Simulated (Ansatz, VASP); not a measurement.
## One calculation of NaCl, two programs

```
CELL_PARAMETERS angstrom
3.50219 0.00000 0.00000
0.00000 3.50219 0.00000
0.00000 0.00000 3.50219
ATOMIC_POSITIONS crystal
Cl 0.50000 0.50000 0.50000
Na 0.00000 0.00000 0.00000
```

Alike in both runs: task single point; functional PBE; k mesh 8 × 8 × 8; occupations gaussian, width 0.015 eV; no spin polarisation.

```csv
,VASP,Ansatz
version,VASP 6.6.1,Ansatz 0.2.0
potentials or method,"VASP PAW PBE potentials, release 64 (Cl, Na_pv), cutoff 520 eV","all-electron LAPW, scalar-relativistic"
```

```tsv
	VASP	Ansatz	Ansatz less VASP
gap on the k mesh at the Fermi level (eV)	3.98	3.98	0.000
least direct gap on the mesh (eV)	4.47	4.47	0.000
pressure (GPa)	0.1	0.1	+0.06
```

Ansatz ran all-electron here, and VASP with PAW potentials.
